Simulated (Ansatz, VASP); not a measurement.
One calculation of Cl, two programs

File INCAR:

```
SYSTEM = Cl
ALGO = Normal
EDIFF = 1E-7
ENCUT = 520
GGA = PS
ISIF = 2
ISMEAR = -1
LASPH = .True.
LCHARG = .False.
LREAL = .False.
LWAVE = .False.
NBANDS = 14
NELM = 60
PREC = Accurate
SIGMA = 0.1
```

KPOINTS

```
k-points
0
Gamma
  12 12 12
  0 0 0
```

File POSCAR:

```
Cl
1.0
    0.0000000000      2.7767159498      2.7767159498
    2.7767159498      0.0000000000      2.7767159498
    2.7767159498      2.7767159498      0.0000000000
Cl
2
Direct
   -0.1250000000     -0.1250000000     -0.1250000000
    0.1250000000      0.1250000000      0.1250000000
```

Input for Ansatz:

```yaml
crystal:
  lattice:
    - [0.0, 2.7767159498, 2.7767159498]
    - [2.7767159498, 0.0, 2.7767159498]
    - [2.7767159498, 2.7767159498, 0.0]
  atoms:
    - { symbol: Cl, position: [-0.125, -0.125, -0.125] }
    - { symbol: Cl, position: [0.125, 0.125, 0.125] }
kpoints:
  mp_grid: { grid: [12, 12, 12] }
scf:
  occupations: { method: fermi_dirac, width: 0.1 }
hamiltonian:
  xc: pbesol
  pseudopotentials: { kind: all_electron, lapw: { basis_error: 0.001 } }
output:
  forces: true
  stress: true
  eigenvalues: true
  populations: true
```

Change from the starting cell: volume scaled by 0.68, LAPW.

Alike in both runs: task single point; functional PBEsol; k mesh 12 × 12 × 12; occupations fermi-dirac, width 0.1 eV; no spin polarisation.

```csv
,VASP,Ansatz
version,VASP 6.6.1,Ansatz 0.2.0
potentials or method,"VASP PAW PBE potentials, release 64 (Cl), cutoff 520 eV","all-electron LAPW, scalar-relativistic"
```

|  | VASP | Ansatz | Ansatz less VASP |
| --- | --- | --- | --- |
| pressure (GPa) | 19.5 | 19.5 | +0.01 |

VASP's potentials were made for PBE, not for PBEsol. Ansatz ran all-electron here, and VASP with PAW potentials.
